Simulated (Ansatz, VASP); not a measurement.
# W: VASP beside Ansatz

```
W
1.0
     5.05306    0.00000    0.00000
     0.00000    5.05306    0.00000
     0.00000    0.00000    5.05306
W
8
Cartesian
  0.0000 0.0000 0.0000
  2.5265 2.5265 2.5265
  0.0000 2.5265 1.2633
  0.0000 2.5265 3.7898
  1.2633 0.0000 2.5265
  3.7898 0.0000 2.5265
  2.5265 3.7898 0.0000
  2.5265 1.2633 0.0000
```

Alike in both runs: functional r2SCAN; k mesh 8 × 8 × 8; occupations gaussian, width 0.1 eV; no spin polarisation.

Ansatz relaxed the structure, and its values are those at the end. VASP's run is a single point on that final structure, the one shown.

```csv
,VASP,Ansatz
version,VASP 6.6.1,Ansatz 0.2.0
potentials or method,"VASP PAW PBE potentials, release 64 (W_sv), cutoff 520 eV","scalar-relativistic, plane waves, PAW"
valence electrons in the cell,112,112
```

|  | VASP | Ansatz | Ansatz less VASP |
| --- | --- | --- | --- |
| gap on the k mesh at the Fermi level (eV) | none | none | - |
| pressure (GPa) | 1.2 | 0.0 | -1.25 |

VASP's potentials were made for PBE, not for r2SCAN. A gap of «none» marks a metal or a gap that the smearing closes. With one functional, cell and mesh, what is left measures potentials, basis and numerics.

Neither program's run includes spin-orbit coupling.
